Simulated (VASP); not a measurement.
# AlRu (Cmmm) in VASP: notebook

AlRu is run at these levels: PBE; tasks: single point.

Program: VASP 6.6.1. These are calculated values, not measurements. Logs are shortened: lines on timing, memory, paths and dates and some standing lists are left out, and cuts for length are marked.

## (1) The cell of the first run

Symmetry: Cmmm, No. 65, orthorhombic system. Conventional cell: a = 4.104 Å, b = 4.358 Å, c = 2.992 Å, α = 90.00°, β = 90.00°, γ = 90.00°. Within 3.4 Å of Al (site symmetry mmm) lie 8 Ru at 2.54 to 2.64 Å and 6 Al at 2.99 Å. Ru (site symmetry mmm) has 8 Al at 2.54 to 2.64 Å and 6 Ru at 2.99 Å within 3.4 Å.

## (2) Single point, PBE (strain -0.0600 x Voigt [0, 0, 0, 0, 1, 0])

INCAR reads:

```
PREC = Accurate ; ENCUT = 520
EDIFF = 1E-6 ; ISMEAR = 0
SIGMA = 0.15 ; LREAL = F
LASPH = T ; NELM = 100
ALGO = Fast ; ISIF = 2
LWAVE = F ; LCHARG = F
GGA = PE ; NBANDS = 16
```

KPOINTS reads:

```
Automatic mesh
0
Gamma
  16 16 16
```

POSCAR reads:

```
AlRu
1.0
    2.9916000000      0.0000000000     -0.0897480000
    0.0000000000      2.9916000000      0.0000000000
   -0.0897480000      0.0000000000      2.9916000000
Al Ru
1 1
Direct
    0.0000000000      0.0000000000      0.0000000000
    0.5000000000      0.5000000000      0.5000000000
```

Potentials or basis: VASP PAW PBE potentials, release 64 (Al, Ru_pv).

Started as:

```sh
cat potpaw_PBE.64/Al/POTCAR potpaw_PBE.64/Ru_pv/POTCAR > POTCAR
mpirun -np 1 vasp_std > vasp.out
```

OUTCAR:

```text
PREC = Accurate
   ENCUT = 520
   EDIFF = 1E-6
   ISMEAR = 0
   LREAL = F
   LASPH = T
   NELM = 100
   ISIF = 2
   GGA = PE

 ion  position               nearest neighbor table
   1  0.000  0.000  0.000-   2 2.54   2 2.54   2 2.54   2 2.54   2 2.64   2 2.64   2 2.64   2 2.64

   2  0.500  0.500  0.500-   1 2.54   1 2.54   1 2.54   1 2.54   1 2.64   1 2.64   1 2.64   1 2.64

  LATTYP: Found a base centered orthorhombic cell.
 ALAT       =     4.1038384544
 B/A-ratio  =     1.0618556701
 C/A-ratio  =     0.7289760631

  Lattice vectors:

 A1 = (  -0.0897480000,   0.0000000000,   2.9916000000)
 A2 = (   2.9916000000,   0.0000000000,  -0.0897480000)
 A3 = (   0.0000000000,   2.9916000000,   0.0000000000)

Analysis of symmetry for initial positions (statically):
=====================================================================
 Subroutine PRICEL returns:
 Original cell was already a primitive cell.

 Routine SETGRP: Setting up the symmetry group for a
 base centered orthorhombic supercell.

 Subroutine GETGRP returns: Found  8 space group operations
 (whereof  8 operations were pure point group operations)
 out of a pool of  8 trial point group operations.

The static configuration has the point symmetry D_2h.

Analysis of symmetry for dynamics (positions and initial velocities):
=====================================================================
 Subroutine PRICEL returns:
 Original cell was already a primitive cell.

 Routine SETGRP: Setting up the symmetry group for a
 base centered orthorhombic supercell.

 Subroutine GETGRP returns: Found  8 space group operations
 (whereof  8 operations were pure point group operations)
 out of a pool of  8 trial point group operations.

The dynamic configuration has the point symmetry D_2h.

 Subroutine INISYM returns: Found  8 space group operations
 (whereof  8 operations are pure point group operations),
 and found     1 'primitive' translations

----------------------------------------------------------------------------------------

                                     Primitive cell

  volume of cell :      26.7497

  direct lattice vectors                    reciprocal lattice vectors
     2.991600000  0.000000000 -0.089748000     0.334570401  0.000000000  0.010037112
     0.000000000  2.991600000  0.000000000     0.000000000  0.334269287  0.000000000
    -0.089748000  0.000000000  2.991600000     0.010037112  0.000000000  0.334570401

  length of vectors
     2.992945917  2.991600000  2.992945917     0.334720924  0.334269287  0.334720924

  position of ions in fractional coordinates (direct lattice)
     0.000000000  0.000000000  0.000000000
     0.500000000  0.500000000  0.500000000

  ion indices of the primitive-cell ions
   primitive index   ion index
                 1           1
                 2           2

----------------------------------------------------------------------------------------

 KPOINTS: Automatic mesh

Automatic generation of k-mesh.
 Grid dimensions read from file:
 generate k-points for:   16   16   16

 Generating k-lattice:

  Cartesian coordinates                     Fractional coordinates (reciprocal lattice)
     0.020910650  0.000000000  0.000627320     0.062500000  0.000000000  0.000000000
     0.000000000  0.020891830  0.000000000     0.000000000  0.062500000  0.000000000
     0.000627320  0.000000000  0.020910650     0.000000000  0.000000000  0.062500000

  Length of vectors
     0.020920058  0.020891830  0.020920058

  Shift w.r.t. Gamma in fractional coordinates (k-lattice)
     0.000000000  0.000000000  0.000000000

 Subroutine IBZKPT returns following result:
 ===========================================

 Found    657 irreducible k-points:

 Following reciprocal coordinates:
            Coordinates               Weight
  0.000000  0.000000  0.000000      1.000000
  0.062500  0.000000  0.000000      4.000000
  0.125000  0.000000  0.000000      4.000000
  0.187500  0.000000  0.000000      4.000000
  0.250000  0.000000  0.000000      4.000000
  0.312500  0.000000  0.000000      4.000000
[... 16 lines left out ...]
  0.250000  0.125000  0.000000      8.000000
  0.312500  0.125000  0.000000      8.000000
 [... further k-points ...]
   k-points           NKPTS =    657   k-points in BZ     NKDIM =    657   number of bands    NBANDS=     16
   number of dos      NEDOS =    301   number of ions     NIONS =      2
   total plane-waves  NPLWV =  13824
   dimension x,y,z NGX =    24 NGY =   24 NGZ =   24
   dimension x,y,z NGXF=    48 NGYF=   48 NGZF=   48
   ions per type =               1   1
   NGX,Y,Z   is equivalent  to a cutoff of  13.33, 13.34, 13.33 a.u.
   NGXF,Y,Z  is equivalent  to a cutoff of  26.66, 26.67, 26.66 a.u.
 SYSTEM =  unknown system
   PREC   = accura    normal or accurate (medium, high low for compatibility)
   ISTART =      0    job   : 0-new  1-cont  2-samecut
   ICHARG =      2    charge: 1-file 2-atom 10-const
   ISPIN  =      1    spin polarized calculation?
   LNONCOLLINEAR =      F non collinear calculations
   LSORBIT =      F    spin-orbit coupling
   LASPH  =      T    aspherical Exc in radial PAW
   ENCUT  =  520.0 eV  38.22 Ry    6.18 a.u.   5.56  5.56  5.56*2*pi/ulx,y,z
   NELM   =    100;   NELMIN=  2; NELMDL= -5     # of ELM steps
   EDIFF  = 0.1E-05   stopping-criterion for ELM
   LREAL  =      F    real-space projection
   EDIFFG = 0.1E-04   stopping-criterion for IOM
   NSW    =      0    number of steps for IOM
   IBRION =     -1    ionic relax: 0-MD 1-quasi-New 2-CG
   NFREE  =      0    steps in history (QN), initial steepest desc. (CG)
   ISIF   =      2    stress and relaxation
   ISYM   =      2    0-nonsym 1-usesym 2-fastsym
   POTIM  = 0.5000    time-step for ionic-motion
   TEBEG  =    0.0;   TEEND  =   0.0 temperature during run
   PSTRESS=    0.0 pullay stress
   NELECT =      17.0000    total number of electrons
   NUPDOWN=      -1.0000    fix difference up-down
   EMIN   =  10.00;   EMAX   =-10.00  energy-range for DOS
   EFERMI =   0.00;   METHOD = LEGACY
   ISMEAR =     0;   SIGMA  =   0.15  broadening in eV -4-tet -1-fermi 0-gaus
   EFERMI_NEDOS =   21; number of points for ismear=-14 and -15
   IALGO  =     68    algorithm
   IMIX   =      4    mixing-type and parameters
     AMIX     =   0.40;   BMIX     =  1.00
     AMIX_MAG =   1.60;   BMIX_MAG =  1.00
  volume/ion in A,a.u.               =      13.37        90.26
  Fermi-wavevector in a.u.,A,eV,Ry     =   1.407509  2.659807 26.954265  1.981083
  Thomas-Fermi vector in A             =   2.529761
   LORBIT       =      0    0 simple, 1 ext, 2 COOP (PROOUT), +10 PAW based schemes
   GGA     = PE    functional components
   LHFCALC =     F    Hartree Fock is set to
   AEXX    =    0.0000 exact exchange contribution
   IVDW    =     0    specifies the selected vdW correction
   LEPSILON=     F    determine dielectric tensor
   LRPA    =     F    only Hartree local field effects (RPA)
 non-spin polarized calculation
 RMM-DIIS sequential band-by-band and
 Gauss-broadening in eV      SIGMA  =   0.15
  energy-cutoff  :      520.00
  volume of cell :       26.75
 maximum number of plane-waves:       748
 NGX is ok and might be reduce to    24
   NGX = 11   NGY = 11   NGZ = 11

 number of electron      16.9999996 magnetization

 Free energy of the ion-electron system (eV)
  ---------------------------------------------------
  ext. energy  EPLUGINS =         0.00000000
  ---------------------------------------------------
  free energy    TOTEN  =       -14.22494903 eV

  energy without entropy =      -14.20613010  energy(sigma->0) =      -14.21553956

 E-fermi :  10.7400     XC(G=0): -12.5686

 val. band max:       10.7382641106   @ k =  -0.0625   0.1875   0.0625
 cond. band min:      10.7417086285   @ k =   0.5000   0.4375   0.1250
 fundamental gap:      0.0034445179
 Fermi energy:        10.7400149692

 k-point     1 :       0.0000    0.0000    0.0000
  band No.  band energies     occupation
      1     -31.0426      2.00000
      2     -31.0403      2.00000
      3     -31.0230      2.00000
      4       1.0518      2.00000
      5       7.1488      2.00000
      6       7.1834      2.00000
[... 8 lines left out ...]
     15      22.8661      0.00000
     16      25.8745      0.00000

 k-point     2 :       0.0625    0.0000    0.0000
  band No.  band energies     occupation
      1     -31.0471      2.00000
      2     -31.0396      2.00000
      3     -31.0260      2.00000
      4       1.1272      2.00000
      5       7.1754      2.00000
      6       7.2091      2.00000
[... 8 lines left out ...]
     15      22.8662      0.00000
     16      26.1056      0.00000

 k-point     3 :       0.1250    0.0000    0.0000
  band No.  band energies     occupation
      1     -31.0660      2.00000
      2     -31.0377      2.00000
      3     -31.0280      2.00000
      4       1.3509      2.00000
      5       7.2481      2.00000
      6       7.2741      2.00000
[... 8 lines left out ...]
     15      22.8677      0.00000
     16      26.8150      0.00000

 k-point     4 :       0.1875    0.0000    0.0000
  band No.  band energies     occupation
      1     -31.0987      2.00000
      2     -31.0348      2.00000
      3     -31.0265      2.00000
      4       1.7150      2.00000
      5       7.3069      2.00000
      6       7.3789      2.00000
[... 8 lines left out ...]
     15      23.1753      0.00000
     16      27.6716      0.00000

 k-point     5 :       0.2500    0.0000    0.0000
  band No.  band energies     occupation
      1     -31.1382      2.00000
      2     -31.0314      2.00000
      3     -31.0237      2.00000
      4       2.2073      2.00000
      5       7.2532      2.00000
      6       7.5220      2.00000
[... 8 lines left out ...]
     15      23.5618      0.00000
     16      26.9113      0.00000

 k-point     6 :       0.3125    0.0000    0.0000
  band No.  band energies     occupation
      1     -31.1777      2.00000
      2     -31.0280      2.00000
      3     -31.0206      2.00000
      4       2.8112      2.00000
      5       7.0048      2.00000
      6       7.6724      2.00000
[... 8 lines left out ...]
     15      23.8384      0.00000
     16      25.8323      0.00000

 k-point     7 :       0.3750    0.0000    0.0000
  band No.  band energies     occupation
      1     -31.2111      2.00000
      2     -31.0251      2.00000
      3     -31.0180      2.00000
      4       3.5056      2.00000
      5       6.5248      2.00000
      6       7.8043      2.00000
[... 8 lines left out ...]
     15      24.7980      0.00000
     16      24.9831      0.00000

 k-point     8 :       0.4375    0.0000    0.0000
  band No.  band energies     occupation
      1     -31.2333      2.00000
      2     -31.0232      2.00000
      3     -31.0161      2.00000
      4       4.2592      2.00000
      5       5.8650      2.00000
      6       7.8935      2.00000
[... 8 lines left out ...]
     15      24.0180      0.00000
     16      24.2393      0.00000

 k-point     9 :       0.5000    0.0000    0.0000
  band No.  band energies     occupation
      1     -31.2412      2.00000
      2     -31.0225      2.00000
      3     -31.0155      2.00000
      4       4.8910      2.00000
      5       5.2567      2.00000
      6       7.9247      2.00000
[... 8 lines left out ...]
     15      23.5061      0.00000
     16      24.2393      0.00000
[... 172 lines left out ...]
 k-point    19 :       0.0000    0.1250    0.0000
  band No.  band energies     occupation
      1     -31.0713      2.00000
      2     -31.0400      2.00000
      3     -31.0204      2.00000
      4       1.3503      2.00000
      5       7.2403      2.00000
      6       7.2866      2.00000
[... 8 lines left out ...]
     15      22.8675      0.00000
     16      26.8226      0.00000

 k-point    20 :       0.0625    0.1250    0.0000
  band No.  band energies     occupation
      1     -31.0706      2.00000
      2     -31.0444      2.00000
      3     -31.0233      2.00000
      4       1.4239      2.00000
      5       7.2707      2.00000
      6       7.3122      2.00000
[... 8 lines left out ...]
     15      22.8675      0.00000
     16      26.9822      0.00000

 k-point    21 :       0.1250    0.1250    0.0000
  band No.  band energies     occupation
      1     -31.0688      2.00000
      2     -31.0629      2.00000
      3     -31.0254      2.00000
      4       1.6421      2.00000
      5       7.3489      2.00000
      6       7.3823      2.00000
[... 8 lines left out ...]
     15      23.1956      0.00000
     16      27.4637      0.00000

 k-point    22 :       0.1875    0.1250    0.0000
  band No.  band energies     occupation
      1     -31.0958      2.00000
      2     -31.0653      2.00000
      3     -31.0239      2.00000
      4       1.9963      2.00000
      5       7.4142      2.00000
      6       7.4924      2.00000
[... 8 lines left out ...]
     15      23.8696      0.00000
     16      27.2074      0.00000

 k-point    23 :       0.2500    0.1250    0.0000
  band No.  band energies     occupation
      1     -31.1350      2.00000
      2     -31.0618      2.00000
      3     -31.0211      2.00000
      4       2.4736      2.00000
      5       7.3559      2.00000
      6       7.6391      2.00000
[... 8 lines left out ...]
     15      24.5136      0.00000
     16      26.0020      0.00000

 k-point    24 :       0.3125    0.1250    0.0000
  band No.  band energies     occupation
      1     -31.1742      2.00000
      2     -31.0581      2.00000
      3     -31.0180      2.00000
      4       3.0567      2.00000
      5       7.0808      2.00000
      6       7.7982      2.00000
[... 8 lines left out ...]
     15      24.7631      0.00000
     16      25.0794      0.00000

 [... further k-points ...]

------------------------ aborting loop because EDIFF is reached ----------------------------------------

  FORCE on cell =-STRESS in cart. coord.  units (eV):
  Direction    XX          YY          ZZ          XY          YZ          ZX
  --------------------------------------------------------------------------------------
  -------------------------------------------------------------------------------------
  Total        0.5498191      0.5598736      0.5498191      0.0000000      0.0000000      1.2999452
  in kB       32.9314493     33.5336653     32.9314493      0.0000000      0.0000000     77.8603061
  external PRESSURE =      33.1321880 kB  Pullay stress =       0.0000000 kB

 VOLUME and BASIS-vectors are now :
 -----------------------------------------------------------------------------
  energy-cutoff  :      520.00
  volume of cell :       26.75
      direct lattice vectors                 reciprocal lattice vectors
     2.991600000  0.000000000 -0.089748000     0.334570401  0.000000000  0.010037112
     0.000000000  2.991600000  0.000000000     0.000000000  0.334269287  0.000000000
    -0.089748000  0.000000000  2.991600000     0.010037112  0.000000000  0.334570401

 POSITION                                       TOTAL-FORCE (eV/Angst)
 -----------------------------------------------------------------------------------
      0.00000      0.00000      0.00000         0.000000      0.000000      0.000000
      1.45093      1.49580      1.45093        -0.000000      0.000000      0.000000
 -----------------------------------------------------------------------------------
    total drift:                                0.000000     -0.000000     -0.000000

  FREE ENERGIE OF THE ION-ELECTRON SYSTEM (eV)
  ---------------------------------------------------
  free  energy   TOTEN  =       -14.2249490261 eV

  energy  without entropy=      -14.2061300987  energy(sigma->0) =      -14.21553956
```

Wall time 2.9 min (1 thread of Intel Xeon 8259CL, shared host); peak memory 0.37 GiB.

What came out:

| Item | Value |
| --- | --- |
| Free energy | -14.2249 eV |
| Pressure | 3.3 GPa |
| Band gap on the k mesh | zero (an odd number of electrons rules out a gap without spin polarisation) |

Caveat: the cell differs from its parent crystal (strain -0.0600 x Voigt [0, 0, 0, 0, 1, 0]); the cell stands under pressure.

## (3) Single point, PBE (strain +0.0450 x Voigt [0, 0, 0, 0, 1, 0])

INCAR reads:

```
SYSTEM = AlRu
ALGO     = Fast           ! electronic algorithm
EDIFF    = 1E-6           ! SCF threshold, eV
ENCUT    = 520            ! plane-wave cutoff, eV
GGA      = PE             ! functional
ISIF     = 2              ! what is computed and relaxed
ISMEAR   = 0              ! smearing method
LASPH    = .TRUE.         ! aspherical terms in the spheres
LCHARG   = .FALSE.        ! write CHGCAR
LREAL    = .FALSE.        ! projectors in reciprocal space
LWAVE    = .FALSE.        ! write WAVECAR
NBANDS   = 16             ! bands
NELM     = 100            ! most SCF steps
PREC     = Accurate       ! precision mode
SIGMA    = 0.15           ! smearing width, eV
```

KPOINTS reads:

```
k-points
0
G
  16 16 16
  0 0 0
```

POSCAR reads:

```
AlRu
1.0
    2.9916000000      0.0000000000      0.0673110000
    0.0000000000      2.9916000000      0.0000000000
    0.0673110000      0.0000000000      2.9916000000
Al Ru
1 1
Direct
    0.0000000000      0.0000000000      0.0000000000
    0.5000000000      0.5000000000      0.5000000000
```

Potentials or basis: VASP PAW PBE potentials, release 64 (Al, Ru_pv).

Started as:

```sh
cat potpaw_PBE.64/Al/POTCAR potpaw_PBE.64/Ru_pv/POTCAR > POTCAR
mpirun -np 1 vasp_std > vasp.out
```

Wall time 2.8 min (1 thread of Intel Xeon 8259CL, shared host); peak memory 0.37 GiB.

The run converged. Its results:

```yaml
Free_energy: -14.2423 eV
Pressure: 3.0 GPa
Band_gap_on_the_k_mesh: zero (an odd number of electrons rules out a gap without spin polarisation)
```

Stress tensor (GPa, compression positive):
```
 2.98  0.00 -5.85
 0.00  3.02  0.00
-5.85  0.00  2.98
```

Levels at points of the mesh, in eV from the Fermi level:
```
           k point  band 5  band 6  band 7  band 8  band 9  band 10  band 11  band 12  band 13  band 14
(0.00, 0.00, 0.00)   -3.59   -3.57    0.06    0.14    0.27     6.05     6.07     6.12    10.99    11.00
(0.50, 0.00, 0.00)   -5.49   -2.80   -1.62   -1.59    0.41     2.29     7.41    10.96    11.03    12.65
(0.00, 0.50, 0.00)   -5.50   -2.77   -1.77   -1.46    0.39     2.28     7.45    10.89    11.18    12.43
(0.50, 0.50, 0.00)   -3.08   -1.38   -1.37   -1.19   -1.16     1.52     5.31     6.23    10.49    12.12
(0.50, 0.00, 0.50)   -3.09   -1.69   -1.20   -1.17   -1.05     1.51     5.20     6.36    10.57    12.12
(0.50, 0.50, 0.50)   -4.65   -4.58    1.61    1.61    2.48     3.77     4.22     4.51     8.25     8.48
```

Caveat: the cell differs from its parent crystal (strain +0.0450 x Voigt [0, 0, 0, 0, 1, 0]).

[end of part 1 of 2]
